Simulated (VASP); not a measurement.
Input of a VASP 6.6.1 run:

File INCAR:

```
  PREC = Accurate
  ENCUT = 520
  EDIFF = 1E-7
  ISMEAR = 0
  SIGMA = 0.1
  LREAL = False
  LASPH = True
  NELM = 60
  ALGO = Normal
  ISIF = 2
  LWAVE = False
  LCHARG = False
  GGA = PE
  NBANDS = 18
```

KPOINTS

```
regular mesh
0
Gamma
  6 6 10
```

Contents of POSCAR:

```
Al3Se2
1.0
    5.8209782285      0.0000000000      0.0000000000
   -2.9104891143      5.0411150208      0.0000000000
    0.0000000000      0.0000000000      3.5438544172
Al Se
3 2
Direct
    0.2850233967      0.0000000000      0.0000000000
    0.0000000000      0.2850233967      0.0000000000
    0.7149766033      0.7149766033      0.0000000000
    0.6666666667      0.3333333333      0.5000000000
    0.3333333333      0.6666666667      0.5000000000
```

Potentials or basis: VASP PAW PBE potentials, release 64 (Al, Se).

Run with:

```console
$ cat potpaw_PBE.64/Al/POTCAR potpaw_PBE.64/Se/POTCAR > POTCAR
$ mpirun -np 1 vasp_std > vasp.out
```

Q: What does it give for the largest force?

A: 0.005 eV/Å.

Q: Predict the pressure.

A: 0.0 GPa.

Forces on the atoms (eV/Å):
```
Al  -0.005  0.000  0.000
Al   0.002 -0.004  0.000
Al   0.002  0.004  0.000
Se   0.000  0.000  0.000
Se   0.000  0.000  0.000
```
